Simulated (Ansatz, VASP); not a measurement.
# One calculation of BP, two programs

```
B P
1.0
     0.00000    2.28755    2.28755
     2.28755    0.00000    2.28755
     2.28755    2.28755    0.00000
B P
1 1
Cartesian
  0.0000 0.0000 0.0000
  3.4313 3.4313 3.4313
```

Alike in both runs: task single point; functional RPBE; k mesh 8 × 8 × 8; occupations gaussian, width 0.05 eV; no spin polarisation.

|  | VASP | Ansatz |
| --- | --- | --- |
| version | VASP 6.6.1 | Ansatz 0.2.0 |
| potentials or method | VASP PAW PBE potentials, release 64 (B, P), cutoff 520 eV | scalar-relativistic, plane waves, PAW |
| valence electrons in the cell | 8 | 8 |

|  | VASP | Ansatz | Ansatz less VASP |
| --- | --- | --- | --- |
| gap on the k mesh at the Fermi level (eV) | 1.31 | 1.33 | +0.014 |
| least direct gap on the mesh (eV) | 3.36 | 3.37 | +0.011 |
| pressure (GPa) | -0.4 | 0.0 | +0.43 |

VASP's potentials were made for PBE, not for RPBE. The functional is the same, so the differences come from potentials, cutoffs and numerics.
